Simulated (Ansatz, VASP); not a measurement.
# MnO: VASP beside Ansatz

```
Mn O
1.0
     0.00000    2.06468    2.06468
     2.06468    0.00000    2.06468
     2.06468    2.06468    0.00000
Mn O
1 1
Direct
  0.00000 0.00000 0.00000
  0.50000 0.50000 0.50000
```

Alike in both runs: task single point; functional PBE; k mesh 14 × 14 × 14; occupations gaussian, width 0.05 eV; no spin polarisation.

```csv
,VASP,Ansatz
version,VASP 6.6.1,Ansatz 0.2.0
potentials or method,"VASP PAW PBE potentials, release 64 (Mn_pv, O), cutoff 600 eV","scalar-relativistic, plane waves, PAW"
valence electrons in the cell,19,21
```

|  | VASP | Ansatz | Ansatz less VASP |
| --- | --- | --- | --- |
| gap on the k mesh at the Fermi level (eV) | none | none | - |
| pressure (GPa) | -4.0 | -4.7 | -0.64 |

A gap of «none» marks a metal or a gap that the smearing closes. VASP's potentials hold 19 valence electrons a cell and Ansatz's 21, so a difference there can come from the potentials and not from the codes.
